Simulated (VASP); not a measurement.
CuO:

```
CELL_PARAMETERS angstrom
2.34185 -1.71130 0.00000
2.34185 1.71130 0.00000
-0.85003 0.00000 5.05787
ATOMIC_POSITIONS crystal
Cu 0.00000 0.50000 0.00000
Cu 0.50000 0.00000 0.50000
O 0.58160 0.41840 0.25000
O 0.41840 0.58160 0.75000
```

| Item | Value |
| --- | --- |
| Program | VASP 6.6.1 |
| Task | relaxation of cell and atoms |
| Functional | PBE |
| Potentials or basis | VASP PAW PBE potentials, release 64 (Cu, O) |
| Cutoff | 600 eV |
| k mesh | 9 × 9 × 5 |
| Occupations | fermi-dirac, width 0.1 eV |
| Spin | no spin polarisation |

At the start: pressure 6.4 GPa; volume 10.13 Å³/atom.

Q: Where does the relaxation end?

A: Over 35 steps the energy falls by 48.1 meV/atom and the volume is 11.21 Å³/atom (+10.6 %); space group C2/c (No. 15, to 0.1 Å) before, Cccm (No. 66, to 0.1 Å).

The path:
| step | energy change (eV) | largest force (eV/Å) | pressure (GPa) | volume (Å³) |
| --- | --- | --- | --- | --- |
| 1 | 0.0000 | 0.2170 | 6.38 | 40.54 |
| 2 | -0.0292 | 0.3212 | -3.03 | 42.95 |
| 3 | -0.0348 | 0.2895 | -0.47 | 42.23 |
| 4 | -0.0491 | 0.2398 | -0.33 | 42.40 |
| 5 | -0.0777 | 0.0703 | 0.08 | 42.90 |
| 6 | -0.0564 | 0.3483 | 2.06 | 43.81 |
| 7 | -0.0829 | 0.0627 | 0.77 | 43.19 |
| 8 | -0.0946 | 0.0412 | 0.36 | 43.49 |
| 9 | -0.1225 | 0.0065 | -1.12 | 44.38 |
| 10 | -0.1456 | 0.0482 | -3.83 | 46.02 |
| 11 | -0.1582 | 0.0398 | -3.18 | 45.85 |
| 12 | -0.1729 | 0.0319 | -1.77 | 45.51 |
| 13 | -0.1708 | 0.0351 | 0.81 | 44.71 |
| 14 | -0.1772 | 0.0265 | -0.52 | 45.18 |
| 15 | -0.1822 | 0.0268 | -0.20 | 45.06 |
| 16 | -0.1885 | 0.0265 | -0.01 | 44.80 |
| 17 | -0.1893 | 0.0263 | 0.38 | 44.67 |
| 18 | -0.1893 | 0.0263 | 0.21 | 44.69 |
| 19 | -0.1896 | 0.0307 | -0.11 | 44.76 |
| 20 | -0.1897 | 0.0327 | -0.30 | 44.81 |
| 21 | -0.1898 | 0.0372 | -0.65 | 44.91 |
| 22 | -0.1898 | 0.0332 | -0.35 | 44.87 |
| 23 | -0.1900 | 0.0343 | -0.39 | 44.86 |
| 24 | -0.1906 | 0.0350 | -0.26 | 44.82 |
| 25 | -0.1914 | 0.0362 | 0.13 | 44.75 |
| 26 | -0.1913 | 0.0430 | 0.80 | 44.59 |
| 27 | -0.1916 | 0.0393 | 0.49 | 44.67 |
| 28 | -0.1918 | 0.0377 | 0.39 | 44.71 |
| 29 | -0.1921 | 0.0306 | -0.08 | 44.80 |
| 30 | -0.1922 | 0.0268 | 0.05 | 44.79 |
| 31 | -0.1923 | 0.0104 | 0.05 | 44.77 |
| 32 | -0.1923 | 0.0066 | 0.15 | 44.76 |
| 33 | -0.1924 | 0.0025 | -0.10 | 44.80 |
| 34 | -0.1924 | 0.0035 | 0.10 | 44.80 |
| 35 | -0.1924 | 0.0063 | -0.06 | 44.83 |

Final structure:
```
CELL_PARAMETERS angstrom
2.14150 -2.01830 0.15655
2.14150 2.01830 0.15655
-0.44133 0.00000 5.15341
ATOMIC_POSITIONS crystal
Cu 0.00000 0.50000 0.00000
Cu 0.50000 0.00000 0.50000
O 0.50363 0.49637 0.25000
O 0.49637 0.50363 0.75000
```
